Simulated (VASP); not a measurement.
# Sc (Pm-3m) in VASP: further runs, part 2 of 2

VASP 6.6.1.

**5. Single point, r2SCAN (24.95 Å³/atom)**

This run uses another cell than the first one, of 24.95 Å³/atom.

POSCAR reads:

```
Sc
1.0
    2.9218885754      0.0000000000      0.0000000000
    0.0000000000      2.9218885754      0.0000000000
    0.0000000000      0.0000000000      2.9218885754
Sc
1
Direct
    0.0000000000      0.0000000000      0.0000000000
```

INCAR.step1 reads:

```
SYSTEM = Sc
PREC = Accurate ; ENCUT = 520
ISMEAR = -1 ; SIGMA = 0.1
LREAL = .False. ; LASPH = .True.
NELM = 60 ; NBANDS = 12
GGA = PE ; ALGO = Normal
EDIFF = 1E-4 ; LWAVE = .True.
LCHARG = .False.
```

INCAR.step2 reads:

```
SYSTEM = Sc
PREC = Accurate ; ENCUT = 520
EDIFF = 1E-6 ; ISMEAR = -1
SIGMA = 0.1 ; LREAL = .False.
LASPH = .True. ; NELM = 60
ALGO = Normal ; ISIF = 2
LWAVE = .False. ; LCHARG = .False.
METAGGA = R2SCAN ; LMIXTAU = .True.
NBANDS = 12 ; ISTART = 1
```

KPOINTS reads:

```
Automatic mesh
0
Gamma
  12 12 12
  0 0 0
```

Potentials or basis: VASP PAW PBE potentials, release 64 (Sc_sv).

On the command line:

```
> cat potpaw_PBE.64/Sc_sv/POTCAR > POTCAR
> cp INCAR.step1 INCAR
> mpirun -np 1 vasp_std > vasp.out
> cp INCAR.step2 INCAR
> mpirun -np 1 vasp_std > vasp.out
```

OUTCAR:

```text
SYSTEM = Sc
   PREC = Accurate
   ENCUT = 520
   EDIFF = 1E-6
   ISMEAR = -1
   LREAL = .False.
   LASPH = .True.
   NELM = 60
   ISIF = 2
   METAGGA = R2SCAN
   ISTART = 1

 ion  position               nearest neighbor table
   1  0.000  0.000  0.000-

  LATTYP: Found a simple cubic cell.
 ALAT       =     2.9218885754

  Lattice vectors:

 A1 = (   2.9218885754,   0.0000000000,   0.0000000000)
 A2 = (   0.0000000000,   2.9218885754,   0.0000000000)
 A3 = (   0.0000000000,   0.0000000000,   2.9218885754)

Analysis of symmetry for initial positions (statically):
=====================================================================
 Subroutine PRICEL returns:
 Original cell was already a primitive cell.

 Routine SETGRP: Setting up the symmetry group for a
 simple cubic supercell.

 Subroutine GETGRP returns: Found 48 space group operations
 (whereof 48 operations were pure point group operations)
 out of a pool of 48 trial point group operations.

The static configuration has the point symmetry O_h .

Analysis of symmetry for dynamics (positions and initial velocities):
=====================================================================
 Subroutine PRICEL returns:
 Original cell was already a primitive cell.

 Routine SETGRP: Setting up the symmetry group for a
 simple cubic supercell.

 Subroutine GETGRP returns: Found 48 space group operations
 (whereof 48 operations were pure point group operations)
 out of a pool of 48 trial point group operations.

The dynamic configuration has the point symmetry O_h .

 Subroutine INISYM returns: Found 48 space group operations
 (whereof 48 operations are pure point group operations),
 and found     1 'primitive' translations

----------------------------------------------------------------------------------------

                                     Primitive cell

  volume of cell :      24.9454

  direct lattice vectors                    reciprocal lattice vectors
     2.921888575  0.000000000  0.000000000     0.342244399  0.000000000  0.000000000
     0.000000000  2.921888575  0.000000000     0.000000000  0.342244399  0.000000000
     0.000000000  0.000000000  2.921888575     0.000000000  0.000000000  0.342244399

  length of vectors
     2.921888575  2.921888575  2.921888575     0.342244399  0.342244399  0.342244399

  position of ions in fractional coordinates (direct lattice)
     0.000000000  0.000000000  0.000000000

  ion indices of the primitive-cell ions
   primitive index   ion index
                 1           1

----------------------------------------------------------------------------------------

 KPOINTS: Automatic mesh

Automatic generation of k-mesh.
 Grid dimensions read from file:
 generate k-points for:   12   12   12

 Generating k-lattice:

  Cartesian coordinates                     Fractional coordinates (reciprocal lattice)
     0.028520367  0.000000000  0.000000000     0.083333333  0.000000000  0.000000000
     0.000000000  0.028520367  0.000000000     0.000000000  0.083333333  0.000000000
     0.000000000  0.000000000  0.028520367     0.000000000  0.000000000  0.083333333

  Length of vectors
     0.028520367  0.028520367  0.028520367

  Shift w.r.t. Gamma in fractional coordinates (k-lattice)
     0.000000000  0.000000000  0.000000000

 Subroutine IBZKPT returns following result:
 ===========================================

 Found     84 irreducible k-points:

 Following reciprocal coordinates:
            Coordinates               Weight
  0.000000  0.000000  0.000000      1.000000
  0.083333  0.000000  0.000000      6.000000
  0.166667  0.000000  0.000000      6.000000
  0.250000  0.000000  0.000000      6.000000
  0.333333  0.000000  0.000000      6.000000
  0.416667  0.000000  0.000000      6.000000
[... 16 lines left out ...]
  0.333333  0.333333  0.000000     12.000000
  0.416667  0.333333  0.000000     24.000000
 [... further k-points ...]
   k-points           NKPTS =     84   k-points in BZ     NKDIM =     84   number of bands    NBANDS=     12
   number of dos      NEDOS =    301   number of ions     NIONS =      1
   total plane-waves  NPLWV =  13824
   dimension x,y,z NGX =    24 NGY =   24 NGZ =   24
   dimension x,y,z NGXF=    48 NGYF=   48 NGZF=   48
   ions per type =               1
   NGX,Y,Z   is equivalent  to a cutoff of  13.66, 13.66, 13.66 a.u.
   NGXF,Y,Z  is equivalent  to a cutoff of  27.31, 27.31, 27.31 a.u.
 SYSTEM =  Sc
   PREC   = accura    normal or accurate (medium, high low for compatibility)
   ISTART =      1    job   : 0-new  1-cont  2-samecut
   ICHARG =      0    charge: 1-file 2-atom 10-const
   ISPIN  =      1    spin polarized calculation?
   LNONCOLLINEAR =      F non collinear calculations
   LSORBIT =      F    spin-orbit coupling
   LASPH  =      T    aspherical Exc in radial PAW
   ENCUT  =  520.0 eV  38.22 Ry    6.18 a.u.   5.43  5.43  5.43*2*pi/ulx,y,z
   NELM   =     60;   NELMIN=  2; NELMDL=  0     # of ELM steps
   EDIFF  = 0.1E-05   stopping-criterion for ELM
   LREAL  =      F    real-space projection
   EDIFFG = 0.1E-04   stopping-criterion for IOM
   NSW    =      0    number of steps for IOM
   IBRION =     -1    ionic relax: 0-MD 1-quasi-New 2-CG
   NFREE  =      0    steps in history (QN), initial steepest desc. (CG)
   ISIF   =      2    stress and relaxation
   ISYM   =      2    0-nonsym 1-usesym 2-fastsym
   POTIM  = 0.5000    time-step for ionic-motion
   TEBEG  =    0.0;   TEEND  =   0.0 temperature during run
   PSTRESS=    0.0 pullay stress
   NELECT =      11.0000    total number of electrons
   NUPDOWN=      -1.0000    fix difference up-down
   EMIN   =  10.00;   EMAX   =-10.00  energy-range for DOS
   EFERMI =   0.00;   METHOD = LEGACY
   ISMEAR =    -1;   SIGMA  =   0.10  broadening in eV -4-tet -1-fermi 0-gaus
   EFERMI_NEDOS =   21; number of points for ismear=-14 and -15
   IALGO  =     38    algorithm
   IMIX   =      4    mixing-type and parameters
     AMIX     =   0.40;   BMIX     =  1.00
     AMIX_MAG =   1.60;   BMIX_MAG =  1.00
  volume/ion in A,a.u.               =      24.95       168.34
  Fermi-wavevector in a.u.,A,eV,Ry     =   1.246069  2.354729 21.125601  1.552688
  Thomas-Fermi vector in A             =   2.380263
   LORBIT       =      0    0 simple, 1 ext, 2 COOP (PROOUT), +10 PAW based schemes
   METAGGA = R2SCAN    functional components
   LHFCALC =     F    Hartree Fock is set to
   AEXX    =    0.0000 exact exchange contribution
   IVDW    =     0    specifies the selected vdW correction
   LEPSILON=     F    determine dielectric tensor
   LRPA    =     F    only Hartree local field effects (RPA)
 non-spin polarized calculation
  energy-cutoff  :      520.00
  volume of cell :       24.95
 maximum number of plane-waves:       693
 NGX is ok and might be reduce to    24
   NGX = 11   NGY = 11   NGZ = 11

 number of electron      10.9999997 magnetization

 Free energy of the ion-electron system (eV)
  ---------------------------------------------------
  ext. energy  EPLUGINS =         0.00000000
  ---------------------------------------------------
  free energy    TOTEN  =       -10.56496426 eV

  energy without entropy =      -10.48321187  energy(sigma->0) =      -10.52408807

 E-fermi :   3.8989     XC(G=0): -10.4629

 val. band max:        3.8965870237   @ k =   0.3333   0.1667   0.0000
 cond. band min:       3.9183237637   @ k =   0.5000   0.3333   0.3333
 fundamental gap:      0.0217367400
 Fermi energy:         3.8989045410

 k-point     1 :       0.0000    0.0000    0.0000
  band No.  band energies     occupation
      1     -47.9401      2.00000
      2     -25.3100      2.00000
      3     -25.3100      2.00000
      4     -25.3100      2.00000
      5      -1.6428      2.00000
      6       3.3822      1.98866
      7       3.3822      1.98866
      8       8.0258      0.00000
      9       8.0258      0.00000
     10       8.0258      0.00000
     11      17.0734      0.00000
     12      17.0734      0.00000
[... 331 lines left out ...]
 k-point    24 :       0.4167    0.3333    0.0000
  band No.  band energies     occupation
      1     -47.8145      2.00000
      2     -25.8084      2.00000
      3     -25.6901      2.00000
      4     -25.2211      2.00000
      5       2.0369      2.00000
      6       3.8108      1.41392
      7       5.9826      0.00000
      8       6.7085      0.00000
      9       6.8682      0.00000
     10       7.0326      0.00000
     11      10.4208      0.00000
     12      14.6279      0.00000

 [... further k-points ...]

------------------------ aborting loop because EDIFF is reached ----------------------------------------

  FORCE on cell =-STRESS in cart. coord.  units (eV):
  Direction    XX          YY          ZZ          XY          YZ          ZX
  --------------------------------------------------------------------------------------
  -------------------------------------------------------------------------------------
  Total        0.2427532      0.2427532      0.2427532      0.0000000      0.0000000      0.0000000
  in kB       15.5913809     15.5913809     15.5913809      0.0000000      0.0000000      0.0000000
  external PRESSURE =      15.5913809 kB  Pullay stress =       0.0000000 kB

 VOLUME and BASIS-vectors are now :
 -----------------------------------------------------------------------------
  energy-cutoff  :      520.00
  volume of cell :       24.95
      direct lattice vectors                 reciprocal lattice vectors
     2.921888575  0.000000000  0.000000000     0.342244399  0.000000000  0.000000000
     0.000000000  2.921888575  0.000000000     0.000000000  0.342244399  0.000000000
     0.000000000  0.000000000  2.921888575     0.000000000  0.000000000  0.342244399

 POSITION                                       TOTAL-FORCE (eV/Angst)
 -----------------------------------------------------------------------------------
      0.00000      0.00000      0.00000         0.000000      0.000000      0.000000
 -----------------------------------------------------------------------------------
    total drift:                                0.000000      0.000000     -0.000000

  FREE ENERGIE OF THE ION-ELECTRON SYSTEM (eV)
  ---------------------------------------------------
  free  energy   TOTEN  =       -10.5649642647 eV

  energy  without entropy=      -10.4832118678  energy(sigma->0) =      -10.52408807
```

OUTCAR.step1:

```text
SYSTEM = Sc
   PREC = Accurate
   ENCUT = 520
   ISMEAR = -1
   LREAL = .False.
   LASPH = .True.
[... 577 lines left out ...]
 -----------------------------------------------------------------------------------
      0.00000      0.00000      0.00000         0.000000      0.000000      0.000000
 -----------------------------------------------------------------------------------
    total drift:                                0.000000      0.000000     -0.000000

  FREE ENERGIE OF THE ION-ELECTRON SYSTEM (eV)
  ---------------------------------------------------
  free  energy   TOTEN  =        -5.5214393213 eV

  energy  without entropy=       -5.4351087827  energy(sigma->0) =       -5.47827405
```

OSZICAR.step1:

```text
N       E                     dE             d eps       ncg     rms          rms(c)
DAV:   1     0.759540406589E+02    0.75954E+02   -0.50732E+03  2032   0.892E+02
DAV:   2    -0.460416027324E+01   -0.80558E+02   -0.78814E+02  2016   0.284E+02
DAV:   3    -0.610725730108E+01   -0.15031E+01   -0.14514E+01  2604   0.513E+01
DAV:   4    -0.613539456822E+01   -0.28137E-01   -0.28095E-01  2412   0.579E+00
DAV:   5    -0.613584662101E+01   -0.45205E-03   -0.45204E-03  2780   0.721E-01    0.519E+00
DAV:   6    -0.558097550876E+01    0.55487E+00   -0.86989E-01  2996   0.130E+01    0.137E+00
DAV:   7    -0.552592033525E+01    0.55055E-01   -0.10520E-01  3116   0.402E+00    0.480E-01
DAV:   8    -0.552153348265E+01    0.43869E-02   -0.10513E-02  2148   0.140E+00    0.127E-01
DAV:   9    -0.552143932133E+01    0.94161E-04   -0.80795E-04  3072   0.423E-01
   1 F= -.55214393E+01 E0= -.54782741E+01  d E =-.863305E-01
```

Wall time 49 s (1 thread of AMD EPYC 9R45 (Zen 5), shared host); peak memory 0.12 GiB.

What came out:

| Item | Value |
| --- | --- |
| Free energy | -10.5650 eV |
| Pressure | 1.6 GPa |
| Band gap on the k mesh | zero (an odd number of electrons rules out a gap without spin polarisation) |

Caveat: the PAW data sets were made with another functional, which shifts forces and pressure a little.

**6. Single point, r2SCAN (25.98 Å³/atom)**

POSCAR reads:

```
Sc
1.0
    2.9619194207      0.0000000000      0.0000000000
    0.0000000000      2.9619194207      0.0000000000
    0.0000000000      0.0000000000      2.9619194207
Sc
1
Direct
    0.0000000000      0.0000000000      0.0000000000
```

INCAR.step1 reads:

```
  PREC = Accurate
  ENCUT = 520
  ISMEAR = -1
  SIGMA = 0.1
  LREAL = F
  LASPH = T
  NELM = 60
  NBANDS = 12
  GGA = PE
  ALGO = Normal
  EDIFF = 1E-4
  LWAVE = T
  LCHARG = F
```

INCAR.step2 reads:

```
  PREC = Accurate
  ENCUT = 520
  EDIFF = 1E-7
  ISMEAR = -1
  SIGMA = 0.1
  LREAL = F
  LASPH = T
  NELM = 60
  ALGO = Normal
  ISIF = 2
  LWAVE = F
  LCHARG = T
  METAGGA = R2SCAN
  LMIXTAU = T
  LELF = T
  LVHAR = T
  NBANDS = 12
  ISTART = 1
```

KPOINTS reads:

```
regular mesh
0
Gamma
  12 12 12
```

Potentials or basis: VASP PAW PBE potentials, release 64 (Sc_sv).

On the command line:

```
> cat potpaw_PBE.64/Sc_sv/POTCAR > POTCAR
> cp INCAR.step1 INCAR
> mpirun -np 1 vasp_std > vasp.out
> cp INCAR.step2 INCAR
> mpirun -np 1 vasp_std > vasp.out
```

Wall time 60 s (1 thread of AMD EPYC 9R45 (Zen 5), shared host); peak memory 0.13 GiB.

The run converged. Its results:

* Free energy: -10.5704 eV
* Pressure: 0.0 GPa
* Band gap on the k mesh: zero (an odd number of electrons rules out a gap without spin polarisation)

Levels at points of the mesh, in eV from the Fermi level:
```csv
k point,band 3,band 4,band 5,band 6,band 7,band 8
"(0.00, 0.00, 0.00)",-29.31,-29.31,-5.47,-0.47,-0.47,3.96
"(0.50, 0.00, 0.00)",-29.27,-29.27,-1.75,-0.86,0.18,2.36
"(0.50, 0.50, 0.00)",-29.77,-29.22,-1.95,0.32,2.73,2.73
"(0.50, 0.50, 0.50)",-29.70,-29.70,-0.54,-0.54,-0.54,4.89
```

Caveat: the PAW data sets were made with another functional, which shifts forces and pressure a little.

**7. Overview**

```tsv
cell	k mesh	gap on the mesh (eV)	pressure (GPa)
a = 2.962 Å, 1 atom	10 × 10 × 10	none	0.1
a = 2.838 Å, 1 atom	12 × 12 × 12	none	5.6
a = 2.881 Å, 1 atom	12 × 12 × 12	none	3.4
a = 2.922 Å, 1 atom	12 × 12 × 12	none	1.6
a = 2.962 Å, 1 atom	12 × 12 × 12	none	0.0
```

Alike in all rows: task single point; level r2SCAN; potentials or basis VASP PAW PBE potentials, release 64 (Sc_sv); no spin polarisation; cutoff (eV) 520; smearing fermi-dirac 0.1 eV.

Caveats: the PAW data sets were made with another functional, which shifts forces and pressure a little; the cell stands under pressure (at least some runs).

Total energies depend on the potentials used, so only differences within one code and one set of settings carry meaning.
